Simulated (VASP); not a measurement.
# BaTiO3 (P4/mmm) in VASP: a series of runs

BaTiO3 is run at these levels: PBEsol; tasks: single point.

Program: VASP 6.6.1. These are calculated values, not measurements. Logs are shortened: lines on timing, memory, paths and dates and some standing lists are left out, and cuts for length are marked.

### Step 1. The cell of the first run

The structure is tetragonal, space group P4/mmm (No. 123). The conventional cell has a = 4.002 Å, b = 4.002 Å, c = 3.851 Å, α = 90.00°, β = 90.00°, γ = 90.00°. Within 3.7 Å of Ba (site symmetry 4/mmm) lie 12 O at 2.78 to 2.83 Å and 8 Ti at 3.42 Å. Within 2.6 Å of Ti (site symmetry 4/mmm) lie 6 O at 1.93 to 2.00 Å. Within 2.6 Å of O (site symmetry 4/mmm) lie 2 Ti at 1.93 Å. Within 2.9 Å of O (site symmetry mmm) lie 2 Ti at 2.00 Å and 4 Ba at 2.78 Å and 8 O at 2.78 to 2.83 Å.

### Step 2. Single point, PBEsol (uniaxial strain along a: -3.0 %, then relaxed in part)

The input, INCAR:

```
ALGO = Normal
EDIFF = 1E-6
ENCUT = 910
GGA = PS
GGA_COMPAT = False
ISIF = 2
ISMEAR = 0
LASPH = True
LCHARG = True
LELF = True
LREAL = False
LVHAR = True
LWAVE = False
NBANDS = 28
NELM = 120
PREC = Accurate
SIGMA = 0.02
```

The input, KPOINTS:

```
k-points
0
Gamma
  8 8 8
```

The input, POSCAR:

```
BaTiO3
1.0
    3.8507732524      0.0000000000      0.0000000000
    0.0000000000      4.0023741639      0.0000000000
    0.0000000000      0.0000000000      4.0023741639
Ba Ti O
1 1 3
Direct
    0.5000000000      0.5000000000      0.5000000000
    0.0000000000      0.0000000000      0.0000000000
    0.5000000000      0.0000000000      0.0000000000
    0.0000000000      0.5000000000      0.0000000000
    0.0000000000      0.0000000000      0.5000000000
```

Potentials or basis: VASP PAW PBE potentials, release 64 (Ba_sv, Ti_sv, O_h).

Command:

```sh
$ cat potpaw_PBE.64/Ba_sv/POTCAR potpaw_PBE.64/Ti_sv/POTCAR potpaw_PBE.64/O_h/POTCAR > POTCAR
$ mpirun -np 1 vasp_std > vasp.out
```

OUTCAR:

```text
EDIFF = 1E-6
   ENCUT = 910
   GGA = PS
   ISIF = 2
   ISMEAR = 0
   LASPH = True
   LREAL = False
   NELM = 120
   PREC = Accurate

 ion  position               nearest neighbor table
   1  0.500  0.500  0.500-   4 2.78   5 2.78   4 2.78   5 2.78   4 2.78   5 2.78   4 2.78   5 2.78
                             3 2.83   3 2.83   3 2.83   3 2.83   2 3.42   2 3.42   2 3.42   2 3.42
   2  0.000  0.000  0.000-   3 1.93   3 1.93   5 2.00   5 2.00   4 2.00   4 2.00   1 3.42   1 3.42
                             1 3.42   1 3.42   1 3.42   1 3.42   1 3.42   1 3.42
   3  0.500  0.000  0.000-   2 1.93   2 1.93   1 2.83   1 2.83   1 2.83   1 2.83
   4  0.000  0.500  0.000-   2 2.00   2 2.00   1 2.78   1 2.78   1 2.78   1 2.78
   5  0.000  0.000  0.500-   2 2.00   2 2.00   1 2.78   1 2.78   1 2.78   1 2.78

  LATTYP: Found a simple tetragonal cell.
 ALAT       =     4.0023741639
 C/A-ratio  =     0.9621222541

  Lattice vectors:

 A1 = (   0.0000000000,   4.0023741639,   0.0000000000)
 A2 = (   0.0000000000,   0.0000000000,   4.0023741639)
 A3 = (   3.8507732524,   0.0000000000,   0.0000000000)

Analysis of symmetry for initial positions (statically):
=====================================================================
 Subroutine PRICEL returns:
 Original cell was already a primitive cell.

 Routine SETGRP: Setting up the symmetry group for a
 simple tetragonal supercell.

 Subroutine GETGRP returns: Found 16 space group operations
 (whereof 16 operations were pure point group operations)
 out of a pool of 16 trial point group operations.

The static configuration has the point symmetry D_4h.

Analysis of symmetry for dynamics (positions and initial velocities):
=====================================================================
 Subroutine PRICEL returns:
 Original cell was already a primitive cell.

 Routine SETGRP: Setting up the symmetry group for a
 simple tetragonal supercell.

 Subroutine GETGRP returns: Found 16 space group operations
 (whereof 16 operations were pure point group operations)
 out of a pool of 16 trial point group operations.

The dynamic configuration has the point symmetry D_4h.

 Subroutine INISYM returns: Found 16 space group operations
 (whereof 16 operations are pure point group operations),
 and found     1 'primitive' translations

----------------------------------------------------------------------------------------

                                     Primitive cell

  volume of cell :      61.6855

  direct lattice vectors                    reciprocal lattice vectors
     3.850773252  0.000000000  0.000000000     0.259688103  0.000000000  0.000000000
     0.000000000  4.002374164  0.000000000     0.000000000  0.249851703  0.000000000
     0.000000000  0.000000000  4.002374164     0.000000000  0.000000000  0.249851703

  length of vectors
     3.850773252  4.002374164  4.002374164     0.259688103  0.249851703  0.249851703

  position of ions in fractional coordinates (direct lattice)
     0.500000000  0.500000000  0.500000000
     0.000000000  0.000000000  0.000000000
     0.500000000  0.000000000  0.000000000
     0.000000000  0.500000000  0.000000000
     0.000000000  0.000000000  0.500000000

  ion indices of the primitive-cell ions
   primitive index   ion index
                 1           1
                 2           2
                 3           3
                 4           4
                 5           5

----------------------------------------------------------------------------------------

 KPOINTS: k-points

Automatic generation of k-mesh.
 Grid dimensions read from file:
 generate k-points for:    8    8    8

 Generating k-lattice:

  Cartesian coordinates                     Fractional coordinates (reciprocal lattice)
     0.032461013  0.000000000  0.000000000     0.125000000  0.000000000  0.000000000
     0.000000000  0.031231463  0.000000000     0.000000000  0.125000000  0.000000000
     0.000000000  0.000000000  0.031231463     0.000000000  0.000000000  0.125000000

  Length of vectors
     0.032461013  0.031231463  0.031231463

  Shift w.r.t. Gamma in fractional coordinates (k-lattice)
     0.000000000  0.000000000  0.000000000

 Subroutine IBZKPT returns following result:
 ===========================================

 Found     75 irreducible k-points:

 Following reciprocal coordinates:
            Coordinates               Weight
  0.000000  0.000000  0.000000      1.000000
  0.125000  0.000000  0.000000      2.000000
  0.250000  0.000000  0.000000      2.000000
  0.375000  0.000000  0.000000      2.000000
  0.500000  0.000000  0.000000      1.000000
  0.000000  0.125000  0.000000      4.000000
[... 16 lines left out ...]
  0.250000  0.500000  0.000000      4.000000
  0.375000  0.500000  0.000000      4.000000
 [... further k-points ...]
   k-points           NKPTS =     75   k-points in BZ     NKDIM =     75   number of bands    NBANDS=     28
[... 56 lines left out ...]
  free energy    TOTEN  =       -41.93390220 eV

  energy without entropy =      -41.93390220  energy(sigma->0) =      -41.93390220

 E-fermi :   4.6782     XC(G=0): -11.7267

 val. band max:        4.4070250421   @ k =   0.5000   0.5000   0.5000
 cond. band min:       6.0921552500   @ k =   0.0000   0.0000   0.0000
 fundamental gap:      1.6851302079
 Fermi energy:         4.6781815182

 k-point     1 :       0.0000    0.0000    0.0000
  band No.  band energies     occupation
      1     -51.8310      2.00000
      2     -28.2034      2.00000
      3     -28.1692      2.00000
      4     -28.1692      2.00000
      5     -20.3110      2.00000
      6     -12.5875      2.00000
[... 20 lines left out ...]
     27       9.5372      0.00000
     28      12.0102      0.00000

 k-point     2 :       0.1250    0.0000    0.0000
  band No.  band energies     occupation
      1     -51.8307      2.00000
      2     -28.2165      2.00000
      3     -28.1686      2.00000
      4     -28.1686      2.00000
      5     -20.2856      2.00000
      6     -12.5484      2.00000
[... 20 lines left out ...]
     27       9.8856      0.00000
     28      12.4351      0.00000

 k-point     3 :       0.2500    0.0000    0.0000
  band No.  band energies     occupation
      1     -51.8300      2.00000
      2     -28.2480      2.00000
      3     -28.1673      2.00000
      4     -28.1673      2.00000
      5     -20.2229      2.00000
      6     -12.5612      2.00000
[... 20 lines left out ...]
     27      10.7125      0.00000
     28      12.7503      0.00000

 k-point     4 :       0.3750    0.0000    0.0000
  band No.  band energies     occupation
      1     -51.8294      2.00000
      2     -28.2792      2.00000
      3     -28.1660      2.00000
      4     -28.1660      2.00000
      5     -20.1584      2.00000
      6     -12.6855      2.00000
[... 20 lines left out ...]
     27      11.6867      0.00000
     28      12.5908      0.00000

 k-point     5 :       0.5000    0.0000    0.0000
  band No.  band energies     occupation
      1     -51.8291      2.00000
      2     -28.2920      2.00000
      3     -28.1655      2.00000
      4     -28.1655      2.00000
      5     -20.1311      2.00000
      6     -12.7512      2.00000
[... 20 lines left out ...]
     27      12.2614      0.00000
     28      12.5231      0.00000

 k-point     6 :       0.0000    0.1250    0.0000
  band No.  band energies     occupation
      1     -51.8308      2.00000
      2     -28.2031      2.00000
      3     -28.1774      2.00000
      4     -28.1689      2.00000
      5     -20.2910      2.00000
      6     -12.6184      2.00000
[... 463 lines left out ...]
      5     -20.1704      2.00000
      6     -12.9216      2.00000
[... 20 lines left out ...]
     27      12.0439      0.00000
     28      12.7522      0.00000

 k-point    22 :       0.1250    0.5000    0.0000
  band No.  band energies     occupation
      1     -51.8297      2.00000
      2     -28.2243      2.00000
      3     -28.2141      2.00000
      4     -28.1664      2.00000
      5     -20.1535      2.00000
      6     -12.8204      2.00000
[... 20 lines left out ...]
     27      12.3457      0.00000
     28      13.0243      0.00000

 k-point    23 :       0.2500    0.5000    0.0000
  band No.  band energies     occupation
      1     -51.8290      2.00000
      2     -28.2448      2.00000
      3     -28.2222      2.00000
      4     -28.1652      2.00000
      5     -20.1119      2.00000
      6     -12.5593      2.00000
[... 20 lines left out ...]
     27      13.2418      0.00000
     28      13.2441      0.00000

 k-point    24 :       0.3750    0.5000    0.0000
  band No.  band energies     occupation
      1     -51.8283      2.00000
      2     -28.2753      2.00000
      3     -28.2202      2.00000
      4     -28.1639      2.00000
      5     -20.0695      2.00000
      6     -12.2560      2.00000
[... 20 lines left out ...]
     27      12.6736      0.00000
     28      14.2366      0.00000

 [... further k-points ...]
[... 5 lines left out ...]
  --------------------------------------------------------------------------------------
  -------------------------------------------------------------------------------------
  Total        4.2541296      0.6533557      0.6533557      0.0000000      0.0000000      0.0000000
  in kB      110.4938185     16.9698096     16.9698096      0.0000000      0.0000000      0.0000000
  external PRESSURE =      48.1444792 kB  Pullay stress =       0.0000000 kB

 VOLUME and BASIS-vectors are now :
 -----------------------------------------------------------------------------
  energy-cutoff  :      910.00
  volume of cell :       61.69
      direct lattice vectors                 reciprocal lattice vectors
     3.850773252  0.000000000  0.000000000     0.259688103  0.000000000  0.000000000
     0.000000000  4.002374164  0.000000000     0.000000000  0.249851703  0.000000000
     0.000000000  0.000000000  4.002374164     0.000000000  0.000000000  0.249851703

 POSITION                                       TOTAL-FORCE (eV/Angst)
 -----------------------------------------------------------------------------------
      1.92539      2.00119      2.00119         0.000000      0.000000      0.000000
      0.00000      0.00000      0.00000         0.000000      0.000000      0.000000
      1.92539      0.00000      0.00000         0.000000      0.000000      0.000000
      0.00000      2.00119      0.00000         0.000000      0.000000      0.000000
      0.00000      0.00000      2.00119         0.000000      0.000000      0.000000
 -----------------------------------------------------------------------------------
    total drift:                                0.000000      0.000000     -0.000000

  FREE ENERGIE OF THE ION-ELECTRON SYSTEM (eV)
  ---------------------------------------------------
  free  energy   TOTEN  =       -41.9339021953 eV

  energy  without entropy=      -41.9339021953  energy(sigma->0) =      -41.93390220
```

Wall time 2.2 min (1 thread of Intel Xeon 6975P-C (Granite Rapids), shared host); peak memory 0.45 GiB.

What came out:

```
Free energy            : -41.9339 eV
Pressure               : 4.8 GPa
Band gap on the k mesh : 1.69 eV (least direct gap 1.79 eV)
```

Caveat: the cell differs from its parent crystal (uniaxial strain along a: -3.0 %, then relaxed in part); the cutoff is under 1.25 times the usual one of these potentials, so pressure, stress and relaxed cells hold a basis-set (Pulay) error; the cell stands under pressure; the PAW data sets were made with another functional, which shifts forces and pressure a little; spin-orbit coupling is left out, which moves the levels of the heavy elements. A k mesh can miss the band edges.

### Step 3. Single point, PBEsol

This run uses another cell than the first one, of the same volume but with other edges.

The input, INCAR:

```
ALGO     = Normal         # electronic algorithm
EDIFF    = 1E-6           # SCF threshold, eV
ENCUT    = 910            # plane-wave cutoff, eV
GGA      = PS             # functional
GGA_COMPAT= False        
ISIF     = 2              # what is computed and relaxed
ISMEAR   = 0              # smearing method
LASPH    = True           # aspherical terms in the spheres
LCHARG   = False          # write CHGCAR
LREAL    = False          # projectors in reciprocal space
LWAVE    = False          # write WAVECAR
NBANDS   = 28             # bands
NELM     = 120            # most SCF steps
PREC     = Accurate       # precision mode
SIGMA    = 0.02           # smearing width, eV
```

KPOINTS is that of step 2.

POSCAR, as its differences from that of step 2:

```diff
@@ -2,5 +2,5 @@
 1.0
-    3.8507732524      0.0000000000      0.0000000000
-    0.0000000000      4.0023741639      0.0000000000
-    0.0000000000      0.0000000000      4.0023741639
+    3.9301706377      0.0000000000      0.0000000000
+    0.0000000000      3.9301706377      0.0000000000
+    0.0000000000      0.0000000000      3.9980479129
 Ba Ti O
```

Potentials or basis: VASP PAW PBE potentials, release 64 (Ba_sv, Ti_sv, O_h).

Command:

```sh
$ cat potpaw_PBE.64/Ba_sv/POTCAR potpaw_PBE.64/Ti_sv/POTCAR potpaw_PBE.64/O_h/POTCAR > POTCAR
$ mpirun -np 1 vasp_std > vasp.out
```

It took 6.5 min on 1 thread of AMD EPYC 7R43 (Zen 3), shared host; peak memory 0.41 GiB.

The run converged. Its results:

```yaml
Free_energy: -41.9727 eV
Pressure: 4.3 GPa
Band_gap_on_the_k_mesh: 1.73 eV (least direct gap 1.86 eV)
```

Stress tensor (GPa, compression positive):
```
5.56 0.00 0.00
0.00 5.56 0.00
0.00 0.00 1.75
```

Levels at points of the mesh, in eV from the valence-band top:
| k point | band 16 | band 17 | band 18 | band 19 | band 20 | band 21 | band 22 | band 23 | band 24 | band 25 |
| --- | --- | --- | --- | --- | --- | --- | --- | --- | --- | --- |
| (0.00, 0.00, 0.00) | -1.18 | -1.18 | -0.15 | -0.12 | -0.12 | 1.73 | 1.73 | 1.77 | 4.10 | 4.24 |
| (0.50, 0.00, 0.00) | -2.04 | -1.99 | -1.99 | -0.76 | -0.74 | 1.93 | 3.70 | 3.71 | 4.15 | 6.33 |
| (0.50, 0.50, 0.00) | -2.99 | -1.75 | -0.78 | -0.78 | -0.09 | 3.71 | 3.71 | 4.16 | 4.96 | 8.03 |
| (0.00, 0.00, 0.50) | -2.11 | -1.80 | -1.80 | -0.73 | -0.73 | 1.94 | 3.55 | 3.55 | 4.25 | 6.24 |
| (0.50, 0.00, 0.50) | -2.82 | -1.74 | -0.93 | -0.93 | -0.15 | 3.57 | 3.72 | 4.06 | 5.14 | 7.91 |
| (0.50, 0.50, 0.50) | -2.37 | -2.37 | -0.04 | -0.04 | 0.00 | 4.36 | 4.36 | 4.44 | 6.74 | 6.74 |

Caveat: the cutoff is under 1.25 times the usual one of these potentials, so pressure, stress and relaxed cells hold a basis-set (Pulay) error; the cell stands under pressure; the PAW data sets were made with another functional, which shifts forces and pressure a little; spin-orbit coupling is left out, which moves the levels of the heavy elements. A k mesh can miss the band edges.

### Step 4. Single point, PBEsol

This run uses another cell than the first one, of 12.45 Å³/atom.

The input, INCAR:

```
  PREC = Accurate
  ENCUT = 910
  EDIFF = 1E-6
  ISMEAR = 0
  SIGMA = 0.02
  LREAL = False
  LASPH = True
  NELM = 120
  ALGO = Normal
  ISIF = 2
  LWAVE = False
  LCHARG = False
  GGA = PS
  NBANDS = 28
  GGA_COMPAT = False
```

The input, KPOINTS:

```
Automatic mesh
0
Gamma
  8 8 8
```

POSCAR, as its differences from that of step 3:

```diff
@@ -2,5 +2,5 @@
 1.0
-    3.9301706377      0.0000000000      0.0000000000
-    0.0000000000      3.9301706377      0.0000000000
-    0.0000000000      0.0000000000      3.9980479129
+    3.9301706390      0.0000000000      0.0000000000
+    0.0000000000      3.9801975365      0.0000000000
+    0.0000000000      0.0000000000      3.9801975365
 Ba Ti O
```

Command:

```sh
$ cat potpaw_PBE.64/Ba_sv/POTCAR potpaw_PBE.64/Ti_sv/POTCAR potpaw_PBE.64/O_h/POTCAR > POTCAR
$ mpirun -np 1 vasp_std > vasp.out
```

Wall time 2.1 min (1 thread of Intel Xeon 6975P-C (Granite Rapids), shared host); peak memory 0.45 GiB.

It converged, with:

```yaml
Free_energy: -41.9886 eV
Pressure: 2.6 GPa
Band_gap_on_the_k_mesh: 1.73 eV (least direct gap 1.84 eV)
```

Stress tensor (GPa, compression positive):
```
4.40 0.00 0.00
0.00 1.66 0.00
0.00 0.00 1.66
```

Levels at points of the mesh, in eV from the valence-band top:
| k point | band 17 | band 18 | band 19 | band 20 | band 21 | band 22 | band 23 | band 24 |
| --- | --- | --- | --- | --- | --- | --- | --- | --- |
| (0.00, 0.00, 0.00) | -1.14 | -0.13 | -0.13 | -0.11 | 1.73 | 1.76 | 1.76 | 4.08 |
| (0.50, 0.00, 0.00) | -2.00 | -2.00 | -0.74 | -0.74 | 1.92 | 3.71 | 3.71 | 4.10 |
| (0.00, 0.50, 0.00) | -1.85 | -1.85 | -0.73 | -0.72 | 1.93 | 3.59 | 3.60 | 4.17 |
| (0.50, 0.50, 0.00) | -1.74 | -0.83 | -0.83 | -0.10 | 3.60 | 3.72 | 4.09 | 4.98 |
| (0.00, 0.50, 0.50) | -1.73 | -0.94 | -0.94 | -0.14 | 3.60 | 3.60 | 4.01 | 5.11 |
| (0.50, 0.50, 0.50) | -2.33 | -0.03 | 0.00 | 0.00 | 4.31 | 4.37 | 4.37 | 6.71 |

Caveat: the cutoff is under 1.25 times the usual one of these potentials, so pressure, stress and relaxed cells hold a basis-set (Pulay) error; the PAW data sets were made with another functional, which shifts forces and pressure a little; spin-orbit coupling is left out, which moves the levels of the heavy elements. A k mesh can miss the band edges.

### Step 5. The runs side by side

| cell | gap on the mesh (eV) | pressure (GPa) |
| --- | --- | --- |
| a = 3.851, b = 4.002, c = 4.002 Å, 5 atoms | 1.69 | 4.8 |
| a = 3.930, b = 3.930, c = 3.998 Å, 5 atoms | 1.73 | 4.3 |
| a = 3.930, b = 3.980, c = 3.980 Å, 5 atoms | 1.73 | 2.6 |

Alike in all rows: task single point; level PBEsol; potentials or basis VASP PAW PBE potentials, release 64 (Ba_sv, Ti_sv, O_h); no spin polarisation; k mesh 8 × 8 × 8; cutoff (eV) 910; smearing gaussian 0.02 eV.

Caveats: the cutoff is under 1.25 times the usual one of these potentials, so pressure, stress and relaxed cells hold a basis-set (Pulay) error; the PAW data sets were made with another functional, which shifts forces and pressure a little; spin-orbit coupling is left out, which moves the levels of the heavy elements; the cell stands under pressure (at least some runs).

Absolute energies hang on the potentials; compare differences alone.
